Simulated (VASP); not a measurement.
# Os (P6_3/mmc) in VASP: settings compared

Os is run at these levels: LDA, PBE+D4; tasks: single point.

All numbers are computed with VASP 6.6.1; they aren't measurements. Logs are shortened: lines on timing, memory, paths and dates and some standing lists are left out, and cuts for length are marked.

## 1. The cell of the first run

Symmetry: P6_3/mmc, No. 194, hexagonal system. The conventional cell has a = 2.716 Å, b = 2.716 Å, c = 4.291 Å, α = 90.00°, β = 90.00°, γ = 120.00°. Within 3.5 Å of Os (site symmetry -6m2) lie 12 Os at 2.66 to 2.72 Å.

## 2. Single point, LDA

Contents of INCAR:

```
SYSTEM = Os
  PREC = Accurate
  ENCUT = 520
  EDIFF = 1E-6
  ISMEAR = -1
  SIGMA = 0.05
  LREAL = .False.
  LASPH = .True.
  NELM = 60
  ALGO = Fast
  ISIF = 2
  LWAVE = .False.
  LCHARG = .False.
  NBANDS = 15
```

Contents of KPOINTS:

```
Automatic mesh
0
Gamma
  11 11 6
  0 0 0
```

Contents of POSCAR:

```
Os
1.0
    2.7157497827      0.0000000000      0.0000000000
   -1.3578748913      2.3519083021      0.0000000000
    0.0000000000      0.0000000000      4.2907078513
Os
2
Direct
    0.6666666667      0.3333333333      0.7500000000
    0.3333333333      0.6666666667      0.2500000000
```

Potentials or basis: VASP PAW LDA potentials, release 64 (Os).

On the command line:

```
$ cat potpaw_LDA.64/Os/POTCAR > POTCAR
$ mpirun -np 1 vasp_std > vasp.out
```

OUTCAR:

```text
SYSTEM = Os
   PREC = Accurate
   ENCUT = 520
   EDIFF = 1E-6
   ISMEAR = -1
   LREAL = .False.
   LASPH = .True.
   NELM = 60
   ISIF = 2

 ion  position               nearest neighbor table
   1  0.667  0.333  0.750-   2 2.66   2 2.66   2 2.66   2 2.66   2 2.66   2 2.66
   2  0.333  0.667  0.250-   1 2.66   1 2.66   1 2.66   1 2.66   1 2.66   1 2.66

  LATTYP: Found a hexagonal cell.
 ALAT       =     2.7157497827
 C/A-ratio  =     1.5799348963

  Lattice vectors:

 A1 = (   2.7157497827,   0.0000000000,   0.0000000000)
 A2 = (  -1.3578748913,   2.3519083021,   0.0000000000)
 A3 = (   0.0000000000,   0.0000000000,   4.2907078513)

Analysis of symmetry for initial positions (statically):
=====================================================================
 Subroutine PRICEL returns:
 Original cell was already a primitive cell.

 Routine SETGRP: Setting up the symmetry group for a
 hexagonal supercell.

 Subroutine GETGRP returns: Found 24 space group operations
 (whereof 12 operations were pure point group operations)
 out of a pool of 24 trial point group operations.

The static configuration has the point symmetry D_3d.
 The point group associated with its full space group is D_6h.

Analysis of symmetry for dynamics (positions and initial velocities):
=====================================================================
 Subroutine PRICEL returns:
 Original cell was already a primitive cell.

 Routine SETGRP: Setting up the symmetry group for a
 hexagonal supercell.

 Subroutine GETGRP returns: Found 24 space group operations
 (whereof 12 operations were pure point group operations)
 out of a pool of 24 trial point group operations.

The dynamic configuration has the point symmetry D_3d.
 The point group associated with its full space group is D_6h.

 Subroutine INISYM returns: Found 24 space group operations
 (whereof 12 operations are pure point group operations),
 and found     1 'primitive' translations

----------------------------------------------------------------------------------------

                                     Primitive cell

  volume of cell :      27.4056

  direct lattice vectors                    reciprocal lattice vectors
     2.715749783  0.000000000  0.000000000     0.368222436  0.212593322  0.000000000
    -1.357874891  2.351908302  0.000000000     0.000000000  0.425186645  0.000000000
     0.000000000  0.000000000  4.290707851     0.000000000  0.000000000  0.233061778

  length of vectors
     2.715749783  2.715749783  4.290707851     0.425186645  0.425186645  0.233061778

  position of ions in fractional coordinates (direct lattice)
     0.666666667  0.333333333  0.750000000
     0.333333333  0.666666667  0.250000000

  ion indices of the primitive-cell ions
   primitive index   ion index
                 1           1
                 2           2

----------------------------------------------------------------------------------------

 KPOINTS: Automatic mesh

Automatic generation of k-mesh.
 Grid dimensions read from file:
 generate k-points for:   11   11    6

 Generating k-lattice:

  Cartesian coordinates                     Fractional coordinates (reciprocal lattice)
     0.033474767  0.019326666  0.000000000     0.090909091  0.000000000  0.000000000
     0.000000000  0.038653331  0.000000000     0.000000000  0.090909091  0.000000000
     0.000000000  0.000000000  0.038843630     0.000000000  0.000000000  0.166666667

  Length of vectors
     0.038653331  0.038653331  0.038843630

  Shift w.r.t. Gamma in fractional coordinates (k-lattice)
     0.000000000  0.000000000  0.000000000

 Subroutine IBZKPT returns following result:
 ===========================================

 Found     64 irreducible k-points:

 Following reciprocal coordinates:
            Coordinates               Weight
  0.000000  0.000000  0.000000      1.000000
  0.090909  0.000000  0.000000      6.000000
  0.181818  0.000000  0.000000      6.000000
  0.272727  0.000000  0.000000      6.000000
  0.363636  0.000000  0.000000      6.000000
  0.454545 -0.000000  0.000000      6.000000
[... 16 lines left out ...]
  0.090909  0.090909  0.166667     12.000000
  0.181818  0.090909  0.166667     24.000000
 [... further k-points ...]
   k-points           NKPTS =     64   k-points in BZ     NKDIM =     64   number of bands    NBANDS=     15
   number of dos      NEDOS =    301   number of ions     NIONS =      2
   total plane-waves  NPLWV =  12800
   dimension x,y,z NGX =    20 NGY =   20 NGZ =   32
   dimension x,y,z NGXF=    40 NGYF=   40 NGZF=   64
   ions per type =               2
   NGX,Y,Z   is equivalent  to a cutoff of  12.24, 12.24, 12.40 a.u.
   NGXF,Y,Z  is equivalent  to a cutoff of  24.49, 24.49, 24.80 a.u.
 SYSTEM =  Os
   PREC   = accura    normal or accurate (medium, high low for compatibility)
   ISTART =      0    job   : 0-new  1-cont  2-samecut
   ICHARG =      2    charge: 1-file 2-atom 10-const
   ISPIN  =      1    spin polarized calculation?
   LNONCOLLINEAR =      F non collinear calculations
   LSORBIT =      F    spin-orbit coupling
   LASPH  =      T    aspherical Exc in radial PAW
   ENCUT  =  520.0 eV  38.22 Ry    6.18 a.u.   5.05  5.05  7.98*2*pi/ulx,y,z
   NELM   =     60;   NELMIN=  2; NELMDL= -5     # of ELM steps
   EDIFF  = 0.1E-05   stopping-criterion for ELM
   LREAL  =      F    real-space projection
   EDIFFG = 0.1E-04   stopping-criterion for IOM
   NSW    =      0    number of steps for IOM
   IBRION =     -1    ionic relax: 0-MD 1-quasi-New 2-CG
   NFREE  =      0    steps in history (QN), initial steepest desc. (CG)
   ISIF   =      2    stress and relaxation
   ISYM   =      2    0-nonsym 1-usesym 2-fastsym
   POTIM  = 0.5000    time-step for ionic-motion
   TEBEG  =    0.0;   TEEND  =   0.0 temperature during run
   PSTRESS=    0.0 pullay stress
   NELECT =      16.0000    total number of electrons
   NUPDOWN=      -1.0000    fix difference up-down
   EMIN   =  10.00;   EMAX   =-10.00  energy-range for DOS
   EFERMI =   0.00;   METHOD = LEGACY
   ISMEAR =    -1;   SIGMA  =   0.05  broadening in eV -4-tet -1-fermi 0-gaus
   EFERMI_NEDOS =   21; number of points for ismear=-14 and -15
   IALGO  =     68    algorithm
   IMIX   =      4    mixing-type and parameters
     AMIX     =   0.40;   BMIX     =  1.00
     AMIX_MAG =   1.60;   BMIX_MAG =  1.00
  volume/ion in A,a.u.               =      13.70        92.47
  Fermi-wavevector in a.u.,A,eV,Ry     =   1.368259  2.585635 25.471929  1.872134
  Thomas-Fermi vector in A             =   2.494239
   LORBIT       =      0    0 simple, 1 ext, 2 COOP (PROOUT), +10 PAW based schemes
   GGA     = CA    functional components
   LHFCALC =     F    Hartree Fock is set to
   AEXX    =    0.0000 exact exchange contribution
   IVDW    =     0    specifies the selected vdW correction
   LEPSILON=     F    determine dielectric tensor
   LRPA    =     F    only Hartree local field effects (RPA)
 non-spin polarized calculation
 RMM-DIIS sequential band-by-band and
  energy-cutoff  :      520.00
  volume of cell :       27.41
 maximum number of plane-waves:       752
   NGX = 11   NGY = 11   NGZ = 15

 number of electron      15.9999998 magnetization

 Free energy of the ion-electron system (eV)
  ---------------------------------------------------
  ext. energy  EPLUGINS =         0.00000000
  ---------------------------------------------------
  free energy    TOTEN  =       -25.29715057 eV

  energy without entropy =      -25.28420832  energy(sigma->0) =      -25.29067945

 E-fermi :   9.6560     XC(G=0): -14.2963

 val. band max:        9.6339725326   @ k =   0.3636   0.0000   0.3333
 cond. band min:       9.7198781372   @ k =   0.3636   0.0909   0.3333
 fundamental gap:      0.0859056045
 Fermi energy:         9.6560018307

 k-point     1 :       0.0000    0.0000    0.0000
  band No.  band energies     occupation
      1      -1.3419      2.00000
      2       1.7526      2.00000
      3       6.5516      2.00000
      4       6.5516      2.00000
      5       6.8055      2.00000
      6       7.4202      2.00000
      7       7.4202      2.00000
      8       8.0897      2.00000
      9       8.0897      2.00000
     10       9.8576      0.03486
     11      11.4408      0.00000
     12      11.4408      0.00000
     13      19.0361      0.00000
     14      23.8242      0.00000
     15      26.5497      0.00000

 k-point     2 :       0.0909    0.0000    0.0000
  band No.  band energies     occupation
      1      -1.0013      2.00000
      2       2.0512      2.00000
      3       5.9845      2.00000
      4       6.8540      2.00000
      5       7.1812      2.00000
      6       7.3372      2.00000
      7       7.6131      2.00000
      8       7.7028      2.00000
      9       7.8523      2.00000
     10       8.7117      2.00000
     11      11.6059      0.00000
     12      13.1530      0.00000
     13      19.0077      0.00000
     14      24.5233      0.00000
     15      26.9825      0.00000

 k-point     3 :       0.1818    0.0000    0.0000
  band No.  band energies     occupation
      1      -0.0634      2.00000
      2       2.7455      2.00000
      3       5.3323      2.00000
      4       6.1262      2.00000
      5       6.7584      2.00000
      6       7.3184      2.00000
      7       7.7291      2.00000
      8       8.0580      2.00000
      9       8.0979      2.00000
     10       8.5143      2.00000
     11      11.9412      0.00000
     12      15.6102      0.00000
     13      18.8211      0.00000
     14      25.7122      0.00000
     15      27.2257      0.00000
[... 343 lines left out ...]
 k-point    23 :       0.0909    0.0909    0.1667
  band No.  band energies     occupation
      1      -0.0427      2.00000
      2       2.6689      2.00000
      3       5.4742      2.00000
      4       5.9065      2.00000
      5       6.6616      2.00000
      6       7.0295      2.00000
      7       7.5396      2.00000
      8       7.8716      2.00000
      9       8.6191      2.00000
     10       8.6678      2.00000
     11      11.7344      0.00000
     12      13.8695      0.00000
     13      20.5352      0.00000
     14      25.1265      0.00000
     15      27.2610      0.00000

 k-point    24 :       0.1818    0.0909    0.1667
  band No.  band energies     occupation
      1       1.0066      2.00000
      2       3.3895      2.00000
      3       4.8287      2.00000
      4       5.0411      2.00000
      5       6.3041      2.00000
      6       6.9431      2.00000
      7       7.5559      2.00000
      8       8.5083      2.00000
      9       9.1429      1.99993
     10       9.5284      1.85533
     11      11.9010      0.00000
     12      15.4433      0.00000
     13      20.5045      0.00000
     14      25.1393      0.00000
     15      26.1879      0.00000

 [... further k-points ...]
[... 5 lines left out ...]
  --------------------------------------------------------------------------------------
  -------------------------------------------------------------------------------------
  Total        0.1629982      0.1629982      0.1611361      0.0000000      0.0000000      0.0000000
  in kB        9.5291523      9.5291523      9.4202901      0.0000000      0.0000000      0.0000000
  external PRESSURE =       9.4928649 kB  Pullay stress =       0.0000000 kB

 VOLUME and BASIS-vectors are now :
 -----------------------------------------------------------------------------
  energy-cutoff  :      520.00
  volume of cell :       27.41
      direct lattice vectors                 reciprocal lattice vectors
     2.715749783  0.000000000  0.000000000     0.368222436  0.212593322  0.000000000
    -1.357874891  2.351908302  0.000000000     0.000000000  0.425186645  0.000000000
     0.000000000  0.000000000  4.290707851     0.000000000  0.000000000  0.233061778

 POSITION                                       TOTAL-FORCE (eV/Angst)
 -----------------------------------------------------------------------------------
      1.35787      0.78397      3.21803        -0.000000      0.000000      0.000000
     -0.00000      1.56794      1.07268         0.000000     -0.000000      0.000000
 -----------------------------------------------------------------------------------
    total drift:                                0.000000     -0.000000     -0.000000

  FREE ENERGIE OF THE ION-ELECTRON SYSTEM (eV)
  ---------------------------------------------------
  free  energy   TOTEN  =       -25.2971505733 eV

  energy  without entropy=      -25.2842083248  energy(sigma->0) =      -25.29067945
```

Wall time 10 s (1 thread of Intel Xeon 6975P-C (Granite Rapids), shared host); peak memory 0.13 GiB.

What came out:

```
Free energy            : -25.2972 eV
Pressure               : 0.9 GPa
Band gap on the k mesh : zero (band 8 reaches 11.87 eV, above the bottom of band 9 at 7.85 eV)
```

Caveat: spin-orbit coupling is left out, which moves the levels of the heavy elements.

## 3. Single point, PBE+D4

This run uses another cell than the first one, of 14.26 Å³/atom, 1.041 times its volume.

Contents of INCAR:

```
PREC = Accurate
ENCUT = 520
EDIFF = 1E-6
ISMEAR = -1
SIGMA = 0.05
LREAL = F
LASPH = T
NELM = 60
ALGO = Fast
ISIF = 2
LWAVE = F
LCHARG = T
GGA = PE
IVDW = 13
LELF = T
LVHAR = T
NBANDS = 15
```

Contents of KPOINTS:

```
Automatic mesh
0
Gamma
  11 11 6
```

Contents of POSCAR:

```
Os
1.0
    2.7522071502      0.0000000000      0.0000000000
   -1.3761035751      2.3834813086      0.0000000000
    0.0000000000      0.0000000000      4.3483081185
Os
2
Direct
    0.6666666667      0.3333333333      0.7500000000
    0.3333333333      0.6666666667      0.2500000000
```

Potentials or basis: VASP PAW PBE potentials, release 64 (Os).

On the command line:

```
$ cat potpaw_PBE.64/Os/POTCAR > POTCAR
$ mpirun -np 1 vasp_std > vasp.out
```

Wall time 12 s (1 thread of Intel Xeon 6975P-C (Granite Rapids), shared host); peak memory 0.15 GiB.

It converged, with:

```yaml
Free_energy: -23.8665 eV
Pressure: -6.8 GPa
Band_gap_on_the_k_mesh: zero (band 8 reaches 11.20 eV, above the bottom of band 9 at 7.43 eV)
Dispersion_energy_per_atom: -0.688 eV
```

Stress tensor (GPa, compression positive):
```
-6.74  0.00  0.00
 0.00 -6.74  0.00
 0.00  0.00 -7.06
```

Levels at points of the mesh, in eV from the Fermi level:
```
           k point  band 5  band 6  band 7  band 8  band 9  band 10  band 11  band 12
(0.00, 0.00, 0.00)   -2.68   -2.10   -2.10   -1.48   -1.48     0.07     1.68     1.68
(0.00, 0.00, 0.50)   -3.11   -3.11   -3.11   -3.11    0.91     0.91     0.91     0.91
```

Caveat: spin-orbit coupling is left out, which moves the levels of the heavy elements; pairwise dispersion overbinds metals, which lowers pressure and volume.
